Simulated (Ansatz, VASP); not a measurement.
One calculation of Au, two programs

File INCAR:

```
ALGO = Normal
EDIFF = 1E-6
ENCUT = 520
GGA = RP
ISIF = 2
ISMEAR = -1
LASPH = T
LCHARG = T
LELF = T
LREAL = F
LVHAR = T
LWAVE = F
NBANDS = 30
NELM = 100
PREC = Accurate
SIGMA = 0.1
```

KPOINTS

```
k-points
0
Gamma
  14 14 4
```

Contents of POSCAR:

```
Au
1.0
    2.8223569102      0.0000000000      0.0000000000
   -1.4111784551      2.4442327828      0.0000000000
    0.0000000000      0.0000000000      9.4499819123
Au
4
Direct
    0.0000000000      0.0000000000      0.0000000000
    0.0000000000      0.0000000000      0.5000000000
    0.3333333333      0.6666666667      0.2500000000
    0.6666666667      0.3333333333      0.7500000000
```

Input for Ansatz:

```yaml
crystal:
  lattice:
    - [2.8223569102, 0.0, 0.0]
    - [-1.4111784551, 2.4442327828, 0.0]
    - [0.0, 0.0, 9.4499819123]
  atoms:
    - { symbol: Au, position: [0.0, 0.0, 0.0] }
    - { symbol: Au, position: [0.0, 0.0, 0.5] }
    - { symbol: Au, position: [0.3333333333, 0.6666666667, 0.25] }
    - { symbol: Au, position: [0.6666666667, 0.3333333333, 0.75] }
hamiltonian:
  xc: rpbe
  pseudopotentials:
    kind: paw
    azcp:
      Au: "pseudopotentials/Au.paw.azcp"
basis:
  ecutwfc: 420
  fft_grid_basis: typed
kpoints:
  mp_grid: { grid: [14, 14, 4], shift: [0, 0, 0] }
magnetization:
  spin_polarized: false
scf:
  occupations: { method: fermi_dirac, width: 0.1 }
  lower_state_search: "off"
output:
  stress: true
```

Alike in both runs: task single point; functional RPBE; k mesh 14 × 14 × 4; occupations fermi-dirac, width 0.1 eV; no spin polarisation.

|  | VASP | Ansatz |
| --- | --- | --- |
| version | VASP 6.6.1 | Ansatz 0.2.0 |
| potentials or method | VASP PAW PBE potentials, release 64 (Au), cutoff 520 eV | plane waves (420 eV) with PAW, scalar-relativistic |
| valence electrons in the cell | 44 | 76 |

Ansatz gave:

- pressure (GPa): 22.6
- traceless stress, the component that is largest in VASP (GPa): -1.37

Q: Estimate VASP's values.

A: Pressure (GPa): 22.2; traceless stress, the component that is largest in VASP (GPa): -1.38.

VASP's potentials were made for PBE, not for RPBE. VASP's potentials hold 44 valence electrons a cell and Ansatz's 76, so a difference there can come from the potentials and not from the codes.

Neither program's run includes spin-orbit coupling.
